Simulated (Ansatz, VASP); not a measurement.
## Two plane-wave programs on LiP4Ir

```
Li P Ir
1.0
    -2.54717    2.54717    7.13220
     2.54717   -2.54717    7.13220
     2.54717    2.54717   -7.13220
Li P Ir
2 8 2
Direct
  0.25000 0.75000 0.50000
  0.50000 0.50000 0.00000
  0.63489 0.62500 0.50989
  0.37500 0.36511 0.49011
  0.11511 0.12500 0.49011
  0.87500 0.88489 0.50989
  0.11511 0.62500 0.99011
  0.37500 0.88489 0.00989
  0.63489 0.12500 0.00989
  0.87500 0.36511 0.99011
  0.75000 0.25000 0.50000
  0.00000 0.00000 0.00000
```

Alike in both runs: task relaxation of cell and atoms; functional PBE; k mesh 6 × 6 × 6; occupations gaussian, width 0.1 eV; no spin polarisation.

|  | VASP | Ansatz |
| --- | --- | --- |
| version | VASP 6.6.1 | Ansatz 0.2.0 |
| potentials or method | VASP PAW PBE potentials, release 64 (Li_sv, P, Ir), cutoff 600 eV | scalar-relativistic, plane waves, PAW |
| valence electrons in the cell | 64 | 80 |

Ansatz gave:

| Property | Result |
| --- | --- |
| gap on the k mesh at the Fermi level, each at its own relaxed structure (eV) | none |
| relaxed volume (Å³/atom) | 15.71 |
| relaxed length of the cell vector where the two differ most in proportion (Å) | 7.952 |

Question: Estimate VASP's values.

Answer: gap on the k mesh at the Fermi level, each at its own relaxed structure (eV): none; relaxed volume (Å³/atom): 15.81; relaxed length of the cell vector where the two differ most in proportion (Å): 7.974.

A gap of «none» marks a metal or a gap that the smearing closes. VASP's potentials hold 64 valence electrons a cell and Ansatz's 80, so a difference there can come from the potentials and not from the codes.

Neither program's run includes spin-orbit coupling. Noted on VASP's run: the cutoff is under 1.25 times that of the potentials, so the pressure is a little rough.
